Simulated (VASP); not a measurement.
Wanted: the native input for a VASP 6.6.1 run.

| Property | Result |
| --- | --- |
| Task | single point |
| Functional | PBEsol |
| Potentials or basis | VASP PAW PBE potentials, release 64 (Mg, O) |
| Cutoff | 520 eV |
| k mesh | 9 × 9 × 6 |
| Occupations | gaussian, width 0.05 eV |
| Spin | no spin polarisation |
| Dipole correction | no |
| Further INCAR settings | ALGO = Normal; EDIFF = 1e-06; NBANDS = 16 |

The structure of MgO lies in POSCAR:

```
MgO
1.0
    3.1300000000      0.0000000000      0.0000000000
   -1.5650000000      2.7106595138      0.0000000000
    0.0000000000      0.0000000000      5.1198000000
Mg O
2 2
Direct
    0.3333333333      0.6666666667      0.0036583380
    0.6666666667      0.3333333333      0.5036583380
    0.3333333333      0.6666666667      0.4009416620
    0.6666666667      0.3333333333      0.9009416620
```

One way to write it, as run:

INCAR

```
ALGO = Normal
EDIFF = 1E-6
ENCUT = 520
GGA = PS
ISIF = 2
ISMEAR = 0
LASPH = T
LCHARG = F
LREAL = F
LWAVE = F
NBANDS = 16
NELM = 60
PREC = Accurate
SIGMA = 0.05
```

KPOINTS

```
k-points
0
Gamma
  9 9 6
```

Potentials or basis: VASP PAW PBE potentials, release 64 (Mg, O).

The run is started by

```sh
$ cat potpaw_PBE.64/Mg/POTCAR potpaw_PBE.64/O/POTCAR > POTCAR
$ mpirun -np 1 vasp_std > vasp.out
```

Results of the run:

```yaml
Pressure: 14.9 GPa
Largest_force: 0.815 eV/Å
Band_gap_on_the_k_mesh: 3.99 eV, direct
```

Caveat: the PAW data sets were made with another functional, which shifts forces and pressure a little.

Run time: 16 s on 1 thread of AMD EPYC 9R45 96-Core Processor (Zen 5), on a shared host, peak memory 0.14 GiB.
